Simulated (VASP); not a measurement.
Set up this calculation in VASP 6.6.1, as the native input.

* Task: relaxation of cell and atoms
* Functional: PBE
* Dispersion: D3(BJ)
* Potentials or basis: VASP PAW PBE potentials, release 64 (Mo_sv, S)
* Cutoff: 600 eV
* k mesh: 12 × 12 × 4
* Occupations: gaussian, width 0.01 eV
* Spin: no spin polarisation
* Dipole correction: no
* Further INCAR settings: ALGO = Normal; EDIFF = 1e-06; IBRION = 2; EDIFFG = -0.001; NSW = 80; ISIF = 3

The structure of MoS2 lies in POSCAR:

```
MoS2
1.0
    3.1491697120      0.0000000000      0.0000000000
   -1.5745848560      2.7272609714      0.0000000000
    0.0000000000      0.0000000000     12.0898517540
Mo S
2 4
Direct
    0.3333333333      0.6666666667      0.2500000000
    0.6666666667      0.3333333333      0.7500000000
    0.3333333333      0.6666666667      0.6204901698
    0.6666666667      0.3333333333      0.1204901698
    0.3333333333      0.6666666667      0.8795098302
    0.6666666667      0.3333333333      0.3795098302
```

These files were run (other wordings do the same):

INCAR

```
SYSTEM = MoS2
PREC = Accurate
ENCUT = 600
EDIFF = 1E-6
ISMEAR = 0
SIGMA = 0.01
LREAL = .FALSE.
LASPH = .TRUE.
NELM = 100
ALGO = Normal
ISIF = 3
LWAVE = .FALSE.
LCHARG = .FALSE.
GGA = PE
IVDW = 12
IBRION = 2
NSW = 80
EDIFFG = -0.001
```

KPOINTS

```
regular mesh
0
G
  12 12 4
  0 0 0
```

Potentials or basis: VASP PAW PBE potentials, release 64 (Mo_sv, S).

Command:

```sh
$ cat potpaw_PBE.64/Mo_sv/POTCAR potpaw_PBE.64/S/POTCAR > POTCAR
$ mpirun -np 1 vasp_std > vasp.out
```

Results of the run:

```yaml
Relaxed_volume: 17.29 Å³/atom
Relaxed_cell: a = 3.149 Å, b = 3.149 Å, c = 12.080 Å, α = 90.00°, β = 90.00°, γ = 120.00°
Space_group_after_relaxing_to_0.05_Å: P6_3/mmc (No. 194)
Energy_gained_by_relaxing: 0.0 meV/atom
Ionic_steps: 30
Pressure_after_relaxing: 0.0 GPa
Band_gap_on_the_k_mesh: 0.80 eV, indirect (least direct gap 1.70 eV)
Dispersion_energy_per_atom: -0.438 eV
```

Wall time 21 min on 1 thread of Intel(R) Xeon(R) Platinum 8488C (Sapphire Rapids) (shared host), peak memory 0.39 GiB.
